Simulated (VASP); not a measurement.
# MgF (I4/mmm) in VASP: further runs

MgF is run at these levels: PBEsol; tasks: single point.

All numbers are computed with VASP 6.6.1; they aren't measurements. Logs are shortened: lines on timing, memory, paths and dates and some standing lists are left out, and cuts for length are marked.

### Step 1. The cell of the first run

Symmetry: I4/mmm, No. 139, tetragonal system. Conventional cell: a = 3.139 Å, b = 3.139 Å, c = 11.283 Å, α = 90.00°, β = 90.00°, γ = 90.00°. Mg (site symmetry 4mm) has 5 F at 2.10 to 2.33 Å and 1 Mg at 2.85 Å within 2.9 Å. Within 2.8 Å of F (site symmetry 4mm) lie 5 Mg at 2.10 to 2.33 Å and 4 F at 2.62 Å.

### Step 2. Single point, PBEsol

Contents of INCAR:

```
SYSTEM = MgF
ALGO     = Normal         ! electronic algorithm
EDIFF    = 1E-6           ! SCF threshold, eV
ENCUT    = 520            ! plane-wave cutoff, eV
GGA      = PS             ! functional
ISIF     = 2              ! what is computed and relaxed
ISMEAR   = 0              ! smearing method
LASPH    = .True.         ! aspherical terms in the spheres
LCHARG   = .True.         ! write CHGCAR
LELF     = .True.         ! ELF
LREAL    = .False.        ! projectors in reciprocal space
LVHAR    = .True.       
LWAVE    = .False.        ! write WAVECAR
NBANDS   = 17             ! bands
NELM     = 60             ! most SCF steps
PREC     = Accurate       ! precision mode
SIGMA    = 0.1            ! smearing width, eV
```

Contents of KPOINTS:

```
k-points
0
Gamma
  8 8 8
  0 0 0
```

Contents of POSCAR:

```
MgF
1.0
   -1.5694632680      1.5694632680      5.6413768033
    1.5694632680     -1.5694632680      5.6413768033
    1.5694632680      1.5694632680     -5.6413768033
Mg F
2 2
Direct
    0.1262814707      0.1262814707      0.0000000000
    0.8737185293      0.8737185293      0.0000000000
    0.3120938153      0.3120938153      0.0000000000
    0.6879061847      0.6879061847      0.0000000000
```

Potentials or basis: VASP PAW PBE potentials, release 64 (Mg, F).

Command:

```console
$ cat potpaw_PBE.64/Mg/POTCAR potpaw_PBE.64/F/POTCAR > POTCAR
$ mpirun -np 1 vasp_std > vasp.out
```

OUTCAR:

```text
SYSTEM = MgF
   EDIFF = 1E-6
   ENCUT = 520
   GGA = PS
   ISIF = 2
   ISMEAR = 0
   LASPH = .True.
   LREAL = .False.
   NELM = 60
   PREC = Accurate

 ion  position               nearest neighbor table
   1  0.126  0.126  0.000-   3 2.10   4 2.33   4 2.33   4 2.33   4 2.33   2 2.85   2 3.57   2 3.57
                             2 3.57   2 3.57
   2  0.874  0.874  0.000-   4 2.10   3 2.33   3 2.33   3 2.33   3 2.33   1 2.85   1 3.57   1 3.57
                             1 3.57   1 3.57
   3  0.312  0.312  0.000-   1 2.10   2 2.33   2 2.33   2 2.33   2 2.33
   4  0.688  0.688  0.000-   2 2.10   1 2.33   1 2.33   1 2.33   1 2.33

  LATTYP: Found a body centered tetragonal cell.
 ALAT       =     3.1389265360
 C/A-ratio  =     3.5944624626

  Lattice vectors:

 A1 = (  -1.5694632680,   1.5694632680,   5.6413768033)
 A2 = (   1.5694632680,  -1.5694632680,   5.6413768033)
 A3 = (   1.5694632680,   1.5694632680,  -5.6413768033)

Analysis of symmetry for initial positions (statically):
=====================================================================
 Subroutine PRICEL returns:
 Original cell was already a primitive cell.

 Routine SETGRP: Setting up the symmetry group for a
 body centered tetragonal supercell.

 Subroutine GETGRP returns: Found 16 space group operations
 (whereof 16 operations were pure point group operations)
 out of a pool of 16 trial point group operations.

The static configuration has the point symmetry D_4h.

Analysis of symmetry for dynamics (positions and initial velocities):
=====================================================================
 Subroutine PRICEL returns:
 Original cell was already a primitive cell.

 Routine SETGRP: Setting up the symmetry group for a
 body centered tetragonal supercell.

 Subroutine GETGRP returns: Found 16 space group operations
 (whereof 16 operations were pure point group operations)
 out of a pool of 16 trial point group operations.

The dynamic configuration has the point symmetry D_4h.

 Subroutine INISYM returns: Found 16 space group operations
 (whereof 16 operations are pure point group operations),
 and found     1 'primitive' translations

----------------------------------------------------------------------------------------

                                     Primitive cell

  volume of cell :      55.5837

  direct lattice vectors                    reciprocal lattice vectors
    -1.569463268  1.569463268  5.641376803     0.000000000  0.318580250  0.088630846
[... 93 lines left out ...]
   NSW    =      0    number of steps for IOM
   IBRION =     -1    ionic relax: 0-MD 1-quasi-New 2-CG
   NFREE  =      0    steps in history (QN), initial steepest desc. (CG)
   ISIF   =      2    stress and relaxation
   ISYM   =      2    0-nonsym 1-usesym 2-fastsym
   POTIM  = 0.5000    time-step for ionic-motion
   TEBEG  =    0.0;   TEEND  =   0.0 temperature during run
   PSTRESS=    0.0 pullay stress
   NELECT =      18.0000    total number of electrons
   NUPDOWN=      -1.0000    fix difference up-down
   EMIN   =  10.00;   EMAX   =-10.00  energy-range for DOS
   EFERMI =   0.00;   METHOD = LEGACY
   ISMEAR =     0;   SIGMA  =   0.10  broadening in eV -4-tet -1-fermi 0-gaus
   EFERMI_NEDOS =   21; number of points for ismear=-14 and -15
   IALGO  =     38    algorithm
   IMIX   =      4    mixing-type and parameters
     AMIX     =   0.40;   BMIX     =  1.00
     AMIX_MAG =   1.60;   BMIX_MAG =  1.00
  volume/ion in A,a.u.               =      13.90        93.77
  Fermi-wavevector in a.u.,A,eV,Ry     =   1.124216  2.124461 17.195889  1.263862
  Thomas-Fermi vector in A             =   2.260887
   LORBIT       =      0    0 simple, 1 ext, 2 COOP (PROOUT), +10 PAW based schemes
   GGA     = PS    functional components
   LHFCALC =     F    Hartree Fock is set to
   AEXX    =    0.0000 exact exchange contribution
   IVDW    =     0    specifies the selected vdW correction
   LEPSILON=     F    determine dielectric tensor
   LRPA    =     F    only Hartree local field effects (RPA)
 non-spin polarized calculation
 Gauss-broadening in eV      SIGMA  =   0.10
  energy-cutoff  :      520.00
  volume of cell :       55.58
 maximum number of plane-waves:      1512
 NGX is ok and might be reduce to    48
   NGX = 23   NGY = 23   NGZ = 23

 number of electron      18.0000005 magnetization

 Free energy of the ion-electron system (eV)
  ---------------------------------------------------
  ext. energy  EPLUGINS =         0.00000000
  ---------------------------------------------------
  free energy    TOTEN  =       -16.29790280 eV

  energy without entropy =      -16.29612316  energy(sigma->0) =      -16.29701298

 E-fermi :   4.7222     XC(G=0):  -9.5131

 val. band max:        4.5086620529   @ k =  -0.3750  -0.3750   0.2500
 cond. band min:       4.7333420034   @ k =   0.5000  -0.0000   0.0000
 fundamental gap:      0.2246799505
 Fermi energy:         4.7222421055

 k-point     1 :       0.0000    0.0000    0.0000
  band No.  band energies     occupation
      1     -22.4254      2.00000
      2     -21.5493      2.00000
      3      -4.3359      2.00000
      4      -3.8503      2.00000
      5      -3.8503      2.00000
      6      -3.7840      2.00000
[... 457 lines left out ...]
      4      -5.0873      2.00000
      5      -3.8087      2.00000
      6      -3.7361      2.00000
[... 9 lines left out ...]
     16      12.7896      0.00000
     17      13.4413      0.00000

 [... further k-points ...]

------------------------ aborting loop because EDIFF is reached ----------------------------------------

  FORCE on cell =-STRESS in cart. coord.  units (eV):
  Direction    XX          YY          ZZ          XY          YZ          ZX
  --------------------------------------------------------------------------------------
  -------------------------------------------------------------------------------------
  Total       -0.3089685     -0.3089685     -0.3514392      0.0000000      0.0000000      0.0000000
  in kB       -8.9058914     -8.9058914    -10.1300928      0.0000000      0.0000000      0.0000000
  external PRESSURE =      -9.3139585 kB  Pullay stress =       0.0000000 kB

 VOLUME and BASIS-vectors are now :
 -----------------------------------------------------------------------------
  energy-cutoff  :      520.00
  volume of cell :       55.58
      direct lattice vectors                 reciprocal lattice vectors
    -1.569463268  1.569463268  5.641376803     0.000000000  0.318580250  0.088630846
     1.569463268 -1.569463268  5.641376803     0.318580250  0.000000000  0.088630846
     1.569463268  1.569463268 -5.641376803     0.318580250  0.318580250  0.000000000

 POSITION                                       TOTAL-FORCE (eV/Angst)
 -----------------------------------------------------------------------------------
      0.00000      0.00000      1.42480        -0.000000     -0.000000     -0.018070
      0.00000      0.00000      9.85795        -0.000000     -0.000000      0.018070
      0.00000      0.00000      3.52128         0.000000      0.000000     -0.041445
      0.00000      0.00000      7.76148        -0.000000     -0.000000      0.041445
 -----------------------------------------------------------------------------------
    total drift:                               -0.000000      0.000000      0.000000

  FREE ENERGIE OF THE ION-ELECTRON SYSTEM (eV)
  ---------------------------------------------------
  free  energy   TOTEN  =       -16.2979027998 eV

  energy  without entropy=      -16.2961231636  energy(sigma->0) =      -16.29701298
```

OSZICAR:

```text
N       E                     dE             d eps       ncg     rms          rms(c)
DAV:   1     0.824191965818E+02    0.82419E+02   -0.87110E+03  2014   0.926E+02
DAV:   2    -0.127120285084E+02   -0.95131E+02   -0.89945E+02  2443   0.208E+02
DAV:   3    -0.173088351101E+02   -0.45968E+01   -0.45764E+01  2433   0.473E+01
DAV:   4    -0.173288871776E+02   -0.20052E-01   -0.20049E-01  2475   0.352E+00
DAV:   5    -0.173289783019E+02   -0.91124E-04   -0.91122E-04  2442   0.234E-01    0.601E+00
DAV:   6    -0.163544216393E+02    0.97456E+00   -0.29947E+00  2223   0.140E+01    0.219E+00
DAV:   7    -0.163202355200E+02    0.34186E-01   -0.68998E-02  2092   0.182E+00    0.129E+00
DAV:   8    -0.162981831771E+02    0.22052E-01   -0.40721E-02  2379   0.175E+00    0.181E-01
DAV:   9    -0.162979991696E+02    0.18401E-03   -0.50011E-04  2329   0.171E-01    0.119E-01
DAV:  10    -0.162979030531E+02    0.96116E-04   -0.66059E-04  2448   0.190E-01    0.151E-02
DAV:  11    -0.162979027998E+02    0.25330E-06   -0.56997E-06  2406   0.186E-02
   1 F= -.16297903E+02 E0= -.16297013E+02  d E =-.177964E-02
```

stdout:

```text
POSCAR found type information on POSCAR MgF
 POSCAR found :  2 types and       4 ions
 scaLAPACK will be used
 -----------------------------------------------------------------------------
|                                                                             |
|                                                                             |
|     You enforced a specific xc type in the INCAR file but a different       |
|     I HOPE YOU KNOW WHAT YOU ARE DOING!                                     |
|                                                                             |
 -----------------------------------------------------------------------------

 LDA part: xc-table for (Slater+PW92), standard interpolation
 POSCAR, INCAR and KPOINTS ok, starting setup
 FFT: planning ... GRIDC
 FFT: planning ... GRID_SOFT
 FFT: planning ... GRID
 WAVECAR not read
 entering main loop
```

It took 2.2 min on 1 thread of AMD EPYC 7R43 (Zen 3), shared host; peak memory 0.29 GiB.

Results:

* Free energy: -16.2979 eV
* Pressure: -0.9 GPa
* Largest force: 0.041 eV/Å
* Band gap on the k mesh: zero (bands 9 and 10 overlap by 2.70 eV)

Forces in eV/Å, atoms in the order of the input:
```
Mg   0.000  0.000 -0.018
Mg   0.000  0.000  0.018
F    0.000  0.000 -0.041
F    0.000  0.000  0.041
```

Stress tensor (GPa, compression positive):
```
-0.89  0.00  0.00
 0.00 -0.89  0.00
 0.00  0.00 -1.01
```

Levels at points of the mesh, in eV from the Fermi level:
```tsv
k point	band 6	band 7	band 8	band 9	band 10	band 11	band 12	band 13
(0.00, 0.00, 0.00)	-8.51	-7.35	-7.35	-4.61	1.32	2.14	5.92	7.04
(0.50, 0.00, 0.00)	-7.89	-7.86	-7.77	-1.41	0.01	3.17	3.55	5.97
(0.50, 0.50, 0.00)	-8.29	-7.95	-7.91	1.42	2.08	2.16	5.35	5.37
(0.50, 0.50, 0.50)	-8.58	-7.34	-7.34	-3.51	-1.28	5.08	5.30	7.31
```

Caveat: the PAW data sets were made with another functional, which shifts forces and pressure a little.

### Step 3. Single point, PBEsol

This run uses another cell than the first one, of 13.78 Å³/atom.

Contents of INCAR:

```
SYSTEM = MgF
PREC = Accurate
ENCUT = 520
EDIFF = 1E-6
ISMEAR = 0
SIGMA = 0.1
LREAL = .FALSE.
LASPH = .TRUE.
NELM = 60
ALGO = Normal
ISIF = 2
LWAVE = .FALSE.
LCHARG = .FALSE.
GGA = PS
NBANDS = 17
```

Contents of KPOINTS:

```
Automatic mesh
0
G
  18 18 18
  0 0 0
```

Contents of POSCAR:

```
MgF
1.0
   -1.5655332495      1.5655332495      5.6216462003
    1.5655332495     -1.5655332495      5.6216462003
    1.5655332495      1.5655332495     -5.6216462003
Mg F
2 2
Direct
    0.1257208792      0.1257208792      0.0000000000
    0.8742791208      0.8742791208      0.0000000000
    0.3118221149      0.3118221149      0.0000000000
    0.6881778851      0.6881778851      0.0000000000
```

Potentials or basis: VASP PAW PBE potentials, release 64 (Mg, F).

Command:

```console
$ cat potpaw_PBE.64/Mg/POTCAR potpaw_PBE.64/F/POTCAR > POTCAR
$ mpirun -np 1 vasp_std > vasp.out
```

Run time: 17 min. Hardware: 1 thread of AMD EPYC 7R43 (Zen 3), shared host; peak memory 0.59 GiB.

It converged, with:

```
Free energy            : -16.2959 eV
Pressure               : -0.5 GPa
Largest force          : 0.013 eV/Å
Band gap on the k mesh : zero (bands 9 and 10 overlap by 2.68 eV)
```

Forces in eV/Å, atoms in the order of the input:
```
Mg   0.000  0.000  0.013
Mg   0.000  0.000 -0.013
F    0.000  0.000 -0.010
F    0.000  0.000  0.010
```

Levels at points of the mesh, in eV from the Fermi level:
| k point | band 6 | band 7 | band 8 | band 9 | band 10 | band 11 | band 12 | band 13 |
| --- | --- | --- | --- | --- | --- | --- | --- | --- |
| (0.00, 0.00, 0.00) | -8.56 | -7.37 | -7.37 | -4.65 | 1.36 | 2.18 | 5.92 | 7.03 |
| (0.50, 0.00, 0.00) | -7.93 | -7.89 | -7.81 | -1.44 | -0.03 | 3.20 | 3.58 | 6.00 |
| (0.50, 0.50, 0.00) | -8.34 | -7.97 | -7.93 | 1.42 | 2.05 | 2.13 | 5.33 | 5.43 |
| (0.50, 0.50, 0.50) | -8.62 | -7.36 | -7.36 | -3.55 | -1.25 | 5.12 | 5.29 | 7.38 |

Caveat: the PAW data sets were made with another functional, which shifts forces and pressure a little.

The gap in the log of VASP goes by the Fermi energy; the results here count the filled bands.